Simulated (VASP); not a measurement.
Runs of VASP 6.6.1 on ZnO. The structure is that of space group Fm-3m (No. 225), or close to it. The cells are those of the table. 

| potentials or basis | cell | k mesh | cutoff (eV) | smearing | second run | gap on the mesh (eV) | pressure (GPa) |
| --- | --- | --- | --- | --- | --- | --- | --- |
| VASP PAW PBE potentials, release 64 (Zn, O) | a = 2.994 Å, angles 60.0°, 2 atoms | 12 × 12 × 12 | 520 | gaussian 0.02 eV | - | 0.94 | 5.7 |
| VASP PAW PBE potentials, release 64 (Zn, O) | a = 2.996 Å, angles 60.0°, 2 atoms | 12 × 12 × 12 | 520 | gaussian 0.02 eV | - | 0.93 | 5.3 |
| VASP PAW PBE potentials, release 64 (Zn, O_h) | a = 2.994 Å, angles 60.0°, 2 atoms | 12 × 12 × 12 | 910 | gaussian 0.02 eV | hard_potentials | 0.95 | 5.3 |
| VASP PAW PBE potentials, release 64 (Zn, O_h) | a = 2.996 Å, angles 60.0°, 2 atoms | 12 × 12 × 12 | 910 | gaussian 0.02 eV | hard_potentials | 0.94 | (b) |
| VASP PAW PBE potentials, release 64 (Zn, O) | a = 2.996 Å, angles 60.0°, 2 atoms | 8 × 8 × 8 | 600 | gaussian 0.1 eV | - | 0.94 | (a) |

Alike in all rows: task single point; level PBEsol; no spin polarisation.

Task: Fill in the values left out.

Result: (a) 5.1; (b) 4.9.

Caveats: the PAW data sets were made with another functional, which shifts forces and pressure a little; the cutoff is under 1.25 times the usual one of these potentials, so pressure, stress and relaxed cells hold a basis-set (Pulay) error (some runs).

A k mesh can miss the band edges.
